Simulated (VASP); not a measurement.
# Li4SiN2 (Cm) in VASP: single point with PBE

Aim: the single point of Li4SiN2 with PBE.

Everything below comes from runs of VASP 6.6.1. Logs are shortened: lines on timing, memory, paths and dates and some standing lists are left out, and cuts for length are marked.

## Step 1: The cell of the first run

The structure is monoclinic, space group Cm (No. 8). The conventional cell has a = 10.111 Å, b = 3.485 Å, c = 5.524 Å, α = 90.00°, β = 118.53°, γ = 90.00°. Within 2.7 Å of Li (site symmetry m) lie 3 N at 1.96 to 2.47 Å and 5 Li at 2.30 to 2.69 Å and 1 Si at 2.53 Å. Within 2.8 Å of Li (site symmetry m) lie 3 N at 2.10 to 2.12 Å and 5 Li at 2.30 to 2.71 Å and 2 Si at 2.79 Å. Li (site symmetry m) has 3 N at 2.11 to 2.21 Å and 5 Li at 2.44 to 2.69 Å within 2.8 Å. Within 2.6 Å of Li (site symmetry m) lie 3 N at 1.90 to 2.37 Å and 3 Li at 2.32 to 2.57 Å and 2 Si at 2.53 Å. Within 2.2 Å of Si (site symmetry m) lie 2 N at 1.69 Å. Within 2.4 Å of N (site symmetry m) lie 1 Si at 1.69 Å and 6 Li at 1.96 to 2.37 Å. Within 2.3 Å of N (site symmetry m) lie 1 Si at 1.69 Å and 5 Li at 1.90 to 2.21 Å.

## Step 2: Single point, PBE

The input, INCAR:

```
ALGO     = Normal         # electronic algorithm
EDIFF    = 1E-6           # SCF threshold, eV
ENCUT    = 520            # plane-wave cutoff, eV
GGA      = PE             # functional
ISIF     = 2              # what is computed and relaxed
ISMEAR   = 0              # smearing method
LASPH    = True           # aspherical terms in the spheres
LCHARG   = False          # write CHGCAR
LREAL    = False          # projectors in reciprocal space
LWAVE    = False          # write WAVECAR
NBANDS   = 22             # bands
NELM     = 80             # most SCF steps
PREC     = Accurate       # precision mode
SIGMA    = 0.01           # smearing width, eV
```

The input, KPOINTS:

```
k-points
0
Gamma
  12 12 8
```

The input, POSCAR:

```
Li4SiN2
1.0
    5.0554245539     -1.7426022495     -0.0023090903
    5.0554245539      1.7426022495     -0.0023090903
   -2.6363033038      0.0000000000      4.8538044936
Li Si N
4 1 2
Direct
    0.7459486686      0.7459486686      0.3620520398
    0.2576489359      0.2576489359      0.6435061406
    0.1401013152      0.1401013152      0.9400286857
    0.8505908002      0.8505908002      0.0696368356
    0.5120398813      0.5120398813      0.4197048011
    0.3279702675      0.3279702675      0.3378449392
    0.6708504974      0.6708504974      0.7272265581
```

Potentials or basis: VASP PAW PBE potentials, release 64 (Li_sv, Si, N).

Launch:

```sh
$ cat potpaw_PBE.64/Li_sv/POTCAR potpaw_PBE.64/Si/POTCAR potpaw_PBE.64/N/POTCAR > POTCAR
$ mpirun -np 1 vasp_std > vasp.out
```

OUTCAR:

```text
EDIFF = 1E-6
   ENCUT = 520
   GGA = PE
   ISIF = 2
   ISMEAR = 0
   LASPH = True
   LREAL = False
   NELM = 80
   PREC = Accurate

 ion  position               nearest neighbor table
   1  0.746  0.746  0.362-   6 1.96   6 1.96   2 2.30   2 2.30   4 2.32   5 2.53
   2  0.258  0.258  0.644-   7 2.10   7 2.10   6 2.12   1 2.30   1 2.30   3 2.44   5 2.79   5 2.79

   3  0.140  0.140  0.940-   6 2.11   2 2.44   4 2.57   4 2.57
   4  0.851  0.851  0.070-   7 1.90   1 2.32   5 2.53   5 2.53   3 2.57   3 2.57
   5  0.512  0.512  0.420-   7 1.69   6 1.69   1 2.53   4 2.53   4 2.53   2 2.79   2 2.79
   6  0.328  0.328  0.338-   5 1.69   1 1.96   1 1.96   3 2.11   2 2.12
   7  0.671  0.671  0.727-   5 1.69   4 1.90   2 2.10   2 2.10

  LATTYP: Found a base centered monoclinic cell.
 ALAT       =    10.1108501625
 B/A-ratio  =     0.3446994509
 C/A-ratio  =     0.5462984452
 COS(beta)  =    -0.4776862672

  Lattice vectors:

 A1 = (   5.0554245539,  -1.7426022495,  -0.0023090903)
 A2 = (   5.0554245539,   1.7426022495,  -0.0023090903)
 A3 = (  -2.6363033038,   0.0000000000,   4.8538044936)

Analysis of symmetry for initial positions (statically):
=====================================================================
 Subroutine PRICEL returns:
 Original cell was already a primitive cell.

 Routine SETGRP: Setting up the symmetry group for a
 base centered monoclinic supercell.

 Subroutine GETGRP returns: Found  2 space group operations
 (whereof  2 operations were pure point group operations)
 out of a pool of  4 trial point group operations.

The static configuration has the point symmetry C_1h.

Analysis of symmetry for dynamics (positions and initial velocities):
=====================================================================
 Subroutine PRICEL returns:
 Original cell was already a primitive cell.

 Routine SETGRP: Setting up the symmetry group for a
 base centered monoclinic supercell.

 Subroutine GETGRP returns: Found  2 space group operations
 (whereof  2 operations were pure point group operations)
 out of a pool of  4 trial point group operations.

The dynamic configuration has the point symmetry C_1h.

 Subroutine INISYM returns: Found  2 space group operations
 (whereof  2 operations are pure point group operations),
 and found     1 'primitive' translations

----------------------------------------------------------------------------------------

                                     Primitive cell

  volume of cell :      85.4989
[... 104 lines left out ...]
   NFREE  =      0    steps in history (QN), initial steepest desc. (CG)
   ISIF   =      2    stress and relaxation
   ISYM   =      2    0-nonsym 1-usesym 2-fastsym
   POTIM  = 0.5000    time-step for ionic-motion
   TEBEG  =    0.0;   TEEND  =   0.0 temperature during run
   PSTRESS=    0.0 pullay stress
   NELECT =      26.0000    total number of electrons
   NUPDOWN=      -1.0000    fix difference up-down
   EMIN   =  10.00;   EMAX   =-10.00  energy-range for DOS
   EFERMI =   0.00;   METHOD = LEGACY
   ISMEAR =     0;   SIGMA  =   0.01  broadening in eV -4-tet -1-fermi 0-gaus
   EFERMI_NEDOS =   21; number of points for ismear=-14 and -15
   IALGO  =     38    algorithm
   IMIX   =      4    mixing-type and parameters
     AMIX     =   0.40;   BMIX     =  1.00
     AMIX_MAG =   1.60;   BMIX_MAG =  1.00
  volume/ion in A,a.u.               =      12.21        82.42
  Fermi-wavevector in a.u.,A,eV,Ry     =   1.100895  2.080389 16.489843  1.211969
  Thomas-Fermi vector in A             =   2.237313
   LORBIT       =      0    0 simple, 1 ext, 2 COOP (PROOUT), +10 PAW based schemes
   GGA     = PE    functional components
   LHFCALC =     F    Hartree Fock is set to
   AEXX    =    0.0000 exact exchange contribution
   IVDW    =     0    specifies the selected vdW correction
   LEPSILON=     F    determine dielectric tensor
   LRPA    =     F    only Hartree local field effects (RPA)
 non-spin polarized calculation
 Gauss-broadening in eV      SIGMA  =   0.01
  energy-cutoff  :      520.00
  volume of cell :       85.50
 maximum number of plane-waves:      2324
   NGX = 19   NGY = 19   NGZ = 21

 number of electron      26.0000006 magnetization

 Free energy of the ion-electron system (eV)
  ---------------------------------------------------
  ext. energy  EPLUGINS =         0.00000000
  ---------------------------------------------------
  free energy    TOTEN  =       -33.35099675 eV

  energy without entropy =      -33.35099675  energy(sigma->0) =      -33.35099675

 E-fermi :   3.5272     XC(G=0):  -8.8203

 val. band max:        3.4791671252   @ k =  -0.3333   0.2500   0.5000
 cond. band min:       3.6172584691   @ k =  -0.2500   0.2500   0.1250
 fundamental gap:      0.1380913439
 Fermi energy:         3.5272451762

 k-point     1 :       0.0000    0.0000    0.0000
  band No.  band energies     occupation
      1     -42.5598      2.00000
      2     -42.3964      2.00000
      3     -42.3325      2.00000
      4     -42.1476      2.00000
      5     -11.7013      2.00000
      6     -10.5899      2.00000
[... 589 lines left out ...]
     21      11.2214      0.00000
     22      12.5101      0.00000

 [... further k-points ...]

------------------------ aborting loop because EDIFF is reached ----------------------------------------

  FORCE on cell =-STRESS in cart. coord.  units (eV):
  Direction    XX          YY          ZZ          XY          YZ          ZX
  --------------------------------------------------------------------------------------
  -------------------------------------------------------------------------------------
  Total        0.0055340     -0.0063734     -0.0274325      0.0000000      0.0000000      0.0255362
  in kB        0.1037024     -0.1194315     -0.5140615      0.0000000      0.0000000      0.4785270
  external PRESSURE =      -0.1765969 kB  Pullay stress =       0.0000000 kB

 VOLUME and BASIS-vectors are now :
 -----------------------------------------------------------------------------
  energy-cutoff  :      520.00
  volume of cell :       85.50
      direct lattice vectors                 reciprocal lattice vectors
     5.055424554 -1.742602249 -0.002309090     0.098928204 -0.286927209  0.053732026
     5.055424554  1.742602249 -0.002309090     0.098928204  0.286927209  0.053732026
    -2.636303304  0.000000000  4.853804494     0.000094126  0.000000000  0.206075079

 POSITION                                       TOTAL-FORCE (eV/Angst)
 -----------------------------------------------------------------------------------
      6.58770      0.00000      1.75388        -0.010767      0.000000      0.006490
      0.90857      0.00000      3.12226         0.000944      0.000000      0.001955
     -1.06166      0.00000      4.56207        -0.005347      0.000000     -0.002435
      8.41661      0.00000      0.33408         0.018711      0.000000      0.014003
      4.07069      0.00000      2.03480         0.000248      0.000000     -0.004628
      2.42540      0.00000      1.63832         0.003620      0.000000     -0.015168
      4.86568      0.00000      3.52672        -0.007410      0.000000     -0.000217
 -----------------------------------------------------------------------------------
    total drift:                                0.001134      0.000000      0.000490

  FREE ENERGIE OF THE ION-ELECTRON SYSTEM (eV)
  ---------------------------------------------------
  free  energy   TOTEN  =       -33.3509967481 eV

  energy  without entropy=      -33.3509967481  energy(sigma->0) =      -33.35099675
```

stdout:

```text
POSCAR found type information on POSCAR LiSiN
 POSCAR found :  3 types and       7 ions
 scaLAPACK will be used
 LDA part: xc-table for (Slater+PW92), standard interpolation
 POSCAR, INCAR and KPOINTS ok, starting setup
 FFT: planning ... GRIDC
 FFT: planning ... GRID_SOFT
 FFT: planning ... GRID
 WAVECAR not read
 entering main loop
```

Run time: 7.7 min. Hardware: 1 thread of Intel Xeon 6975P-C (Granite Rapids), shared host; peak memory 0.61 GiB.

Results:

- Free energy: -33.3510 eV
- Largest force: 0.023 eV/Å
- Band gap on the k mesh: 0.14 eV (least direct gap 0.43 eV)

Forces in eV/Å, atoms in the order of the input:
```
Li  -0.011  0.000  0.006
Li   0.001  0.000  0.002
Li  -0.005  0.000 -0.002
Li   0.019  0.000  0.014
Si   0.000  0.000 -0.005
N    0.004  0.000 -0.015
N   -0.007  0.000  0.000
```

Levels at points of the mesh, in eV from the valence-band top:
| k point | band 11 | band 12 | band 13 | band 14 | band 15 | band 16 |
| --- | --- | --- | --- | --- | --- | --- |
| (0.00, 0.00, 0.00) | -2.62 | -2.53 | -1.92 | 1.99 | 3.03 | 4.02 |
| (0.50, 0.00, 0.00) | -3.42 | -2.42 | -0.78 | 0.25 | 3.40 | 3.83 |
| (0.50, 0.50, 0.00) | -2.11 | -1.83 | -1.43 | 1.48 | 3.09 | 3.93 |
| (0.00, 0.00, 0.50) | -2.76 | -2.17 | -1.48 | 1.14 | 3.86 | 4.12 |
| (0.50, 0.00, 0.50) | -3.49 | -2.32 | -0.15 | 0.29 | 2.33 | 4.22 |
| (0.50, 0.50, 0.50) | -2.36 | -2.25 | -0.84 | 1.56 | 3.43 | 4.43 |

Caveat: the cutoff is under 1.25 times the usual one of these potentials, so pressure, stress and relaxed cells hold a basis-set (Pulay) error. A k mesh can miss the band edges.
